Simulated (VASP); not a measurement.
CdAgF4: relaxation of cell and atoms with PBE

Crystal: CdAgF4.

```
Cd Ag F
1.0
     3.88343    0.00000    0.00000
     0.00000    3.88343    0.00000
     0.00000    0.00000    5.44917
Cd Ag F
1 1 4
Direct
  0.00000 0.00000 0.00000
  0.50000 0.50000 0.50000
  0.50000 0.00000 0.75041
  0.00000 0.50000 0.24959
  0.50000 0.00000 0.24959
  0.00000 0.50000 0.75041
```

The cell was generated, and may not be a known phase.

```
Program                : VASP 6.6.1
Task                   : relaxation of cell and atoms
Functional             : PBE
Potentials or basis    : VASP PAW PBE potentials, release 64 (Cd, Ag, F)
Cutoff                 : 600 eV
k mesh                 : 10 × 10 × 8
Occupations            : gaussian, width 0.1 eV
Spin                   : collinear spin
Starting moments       : [0.0, 0.59, 0.0, 0.0, 0.0, 0.0] μB
Dipole correction      : no
Further INCAR settings : ALGO = Normal; EDIFF = 1e-07; IBRION = 2; EDIFFG = -0.01; NSW = 100; ISIF = 3
```

| Property | Result |
| --- | --- |
| Relaxed volume | 13.72 Å³/atom |
| Relaxed cell | a = 3.885 Å, b = 3.885 Å, c = 5.452 Å, α = 90.00°, β = 90.00°, γ = 90.00° |
| Space group after relaxing (to 0.1 Å) | P4/mmm (No. 123) |
| Energy gained by relaxing | 0.1 meV/atom |
| Ionic steps | 5 |
| Pressure after relaxing | 0.0 GPa |
| Band gap on the k mesh | zero (filled and empty bands overlap) |
| Net moment | 1.00 μB per cell |
| Site moments | Cd -0.00; Ag +0.55; F +0.11 μB |
| Valence electrons inside the program's atomic spheres | Cd 10.08; Ag 9.42; F 6.04 |

Step by step:
```csv
step,energy change (eV),largest force (eV/Å),pressure (GPa),volume (Å³)
1,0.0000,0.0362,0.12,82.18
2,-0.0002,0.0195,-0.02,82.30
3,-0.0003,0.0081,-0.12,82.39
4,-0.0003,0.0108,-0.10,82.37
5,-0.0003,0.0018,-0.03,82.29
```

Final structure:
```yaml
crystal:
  lattice:
    - [3.88516, 0.00000, 0.00000]
    - [0.00000, 3.88516, 0.00000]
    - [0.00000, 0.00000, 5.45181]
  atoms:
    - { symbol: Cd, position: [0.00000, 0.00000, 0.00000] }
    - { symbol: Ag, position: [0.50000, 0.50000, 0.50000] }
    - { symbol: F, position: [0.50000, 0.00000, 0.74972] }
    - { symbol: F, position: [0.00000, 0.50000, 0.25028] }
    - { symbol: F, position: [0.50000, 0.00000, 0.25028] }
    - { symbol: F, position: [0.00000, 0.50000, 0.74972] }
```

Levels at points of the mesh, in eV from the Fermi level:
Spin up:
```csv
k point,band 23,band 24,band 25,band 26,band 27,band 28,band 29,band 30
"(0.00, 0.00, 0.00)",-1.32,-0.45,-0.26,-0.26,2.41,7.36,8.79,11.19
"(0.50, 0.00, 0.00)",-1.39,-0.87,-0.73,-0.28,5.41,6.37,9.56,9.76
"(0.50, 0.50, 0.00)",-1.18,-0.65,-0.65,-0.37,6.58,8.02,8.82,8.82
"(0.00, 0.00, 0.50)",-1.41,-0.38,-0.38,-0.31,4.07,4.98,9.99,10.04
"(0.50, 0.00, 0.50)",-1.03,-0.84,-0.32,-0.31,5.75,7.02,8.07,8.43
"(0.50, 0.50, 0.50)",-1.39,-1.39,-1.09,-0.32,6.61,8.05,10.36,10.36
```
Spin down:
```
           k point  band 21  band 22  band 23  band 24  band 25  band 26  band 27  band 28  band 29  band 30
(0.00, 0.00, 0.00)    -1.33    -1.22    -1.22    -0.11     0.25     0.25     2.46     7.46     8.82    11.23
(0.50, 0.00, 0.00)    -1.39    -1.31    -1.25    -0.49    -0.37     0.23     5.45     6.54     9.64     9.80
(0.50, 0.50, 0.00)    -1.41    -1.31    -1.09    -0.33    -0.33     0.07     6.61     8.22     8.86     8.86
(0.00, 0.00, 0.50)    -1.45    -1.28    -1.28     0.04     0.13     0.13     4.12     5.07    10.02    10.08
(0.50, 0.00, 0.50)    -2.34    -1.74    -0.87    -0.49     0.04     0.19     5.79     7.20     8.16     8.47
(0.50, 0.50, 0.50)    -1.40    -1.29    -1.00    -0.95    -0.95     0.13     6.64     8.26    10.40    10.40
```

It took 11 min on 4 MPI ranks on Intel(R) Xeon(R) Platinum 8488C (Sapphire Rapids), with other jobs on the host, peak memory 0.61 GiB a rank.
